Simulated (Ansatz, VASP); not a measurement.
**One calculation of PtS2, two programs**

```
Pt S
1.0
     3.57502   -0.03575    0.00000
    -1.81847    3.11394    0.00000
     0.00000    0.00000    6.42984
Pt S
1 2
Direct
  0.00000 0.00000 0.00000
  0.33333 0.66667 0.19137
  0.66667 0.33333 0.80863
```

Change from the starting cell: strain e6 = -0.02, atoms carried along.

Alike in both runs: task single point; functional PBE; k mesh 8 × 8 × 4; occupations gaussian, width 0.05 eV; non-collinear spin, spin-orbit coupling.

```csv
,VASP,Ansatz
version,VASP 6.6.1,Ansatz 0.2.0
potentials or method,"VASP PAW PBE potentials, release 64 (Pt, S), cutoff 520 eV","plane waves, PAW"
valence electrons in the cell,22,30
```

|  | VASP | Ansatz | Ansatz less VASP |
| --- | --- | --- | --- |
| pressure (GPa) | -0.2 | 0.0 | +0.25 |
| traceless stress, the component that is largest in VASP (GPa) | 1.32 | 1.33 | +0.009 |
| rms of the force components (eV/Å) | 0.055 | 0.056 | +0.0002 |
| net moment per atom (μB) | 0.00 | 0.00 | 0.000 |

Atom by atom the forces differ by 0.010 eV/Å (rms over components). VASP's potentials hold 22 valence electrons a cell and Ansatz's 30, so a difference there can come from the potentials and not from the codes.
